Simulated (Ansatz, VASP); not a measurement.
**GaSb5: VASP beside Ansatz**

```
CELL_PARAMETERS angstrom
6.15919 0.00000 0.00000
-3.07959 5.33401 0.00000
0.00000 0.00000 5.63123
ATOMIC_POSITIONS crystal
Ga 0.00000 0.00000 0.50000
Sb 0.50000 0.00000 0.00000
Sb 0.00000 0.50000 0.00000
Sb 0.50000 0.50000 0.00000
Sb 0.33333 0.66667 0.50000
Sb 0.66667 0.33333 0.50000
```

Alike in both runs: task relaxation of cell and atoms; functional PBE; k mesh 6 × 6 × 8; occupations gaussian, width 0.1 eV; no spin polarisation.

|  | VASP | Ansatz |
| --- | --- | --- |
| version | VASP 6.6.1 | Ansatz 0.2.0 |
| potentials or method | VASP PAW PBE potentials, release 64 (Ga_d, Sb), cutoff 600 eV | scalar-relativistic, plane waves, PAW |
| valence electrons in the cell | 38 | 88 |

Ansatz gave:

```
gap on the k mesh at the Fermi level, each at its own relaxed structure (eV) : none
relaxed volume (Å³/atom)                                                     : 30.78
relaxed cell length with the largest relative difference (Å)                 : 5.592
```

Q: What did VASP give for the same quantities?

A: gap on the k mesh at the Fermi level, each at its own relaxed structure (eV): none; relaxed volume (Å³/atom): 30.78; relaxed cell length with the largest relative difference (Å): 5.588.

A gap of «none» marks a metal or a gap that the smearing closes. VASP's potentials hold 38 valence electrons a cell and Ansatz's 88, so a difference there can come from the potentials and not from the codes.

Spin-orbit coupling is off throughout.
